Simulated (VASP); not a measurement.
Wanted: the native input for a VASP 6.6.1 run.

```yaml
Task: single point
Functional: PBE
Potentials_or_basis: VASP PAW PBE potentials, release 64 (In_d, O)
Cutoff: 520 eV
k_mesh: 6 × 6 × 6
Occupations: gaussian, width 0.01 eV
Spin: no spin polarisation
Dipole_correction: no
Further_INCAR_settings: ALGO = Normal; EDIFF = 1e-07; NBANDS = 55
```

The structure of In2O3 lies in POSCAR:

```
In2O3
1.0
    2.7539034403      1.5899668926      4.8534666936
   -2.7539034403      1.5899668926      4.8534666936
    0.0000000000     -3.1799337851      4.8534666936
In O
4 6
Direct
    0.3570817718      0.3570817718      0.3570817718
    0.1429182282      0.1429182282      0.1429182282
    0.6429182282      0.6429182282      0.6429182282
    0.8570817718      0.8570817718      0.8570817718
    0.5465927009      0.9534072991      0.2500000000
    0.2500000000      0.5465927009      0.9534072991
    0.9534072991      0.2500000000      0.5465927009
    0.4534072991      0.0465927009      0.7500000000
    0.7500000000      0.4534072991      0.0465927009
    0.0465927009      0.7500000000      0.4534072991
```

The input as run:

INCAR

```
  PREC = Accurate
  ENCUT = 520
  EDIFF = 1E-7
  ISMEAR = 0
  SIGMA = 0.01
  LREAL = F
  LASPH = T
  NELM = 80
  ALGO = Normal
  ISIF = 2
  LWAVE = F
  LCHARG = F
  GGA = PE
  NBANDS = 55
```

KPOINTS

```
Automatic mesh
0
Gamma
  6 6 6
```

Potentials or basis: VASP PAW PBE potentials, release 64 (In_d, O).

The run is started by

```bash
$ cat potpaw_PBE.64/In_d/POTCAR potpaw_PBE.64/O/POTCAR > POTCAR
$ mpirun -np 1 vasp_std > vasp.out
```

Results of the run:

| Property | Result |
| --- | --- |
| Pressure | 6.9 GPa |
| Largest force | 0.091 eV/Å |
| Band gap on the k mesh | 1.22 eV (least direct gap 1.26 eV) |

Caveat: the cell stands under pressure; spin-orbit coupling is left out, which moves the levels of the heavy elements.

It took 7.3 min on 1 thread of Intel(R) Xeon(R) Platinum 8259CL CPU @ 2.50GHz (Skylake/Cascade Lake), with other jobs on the host, peak memory 0.39 GiB.
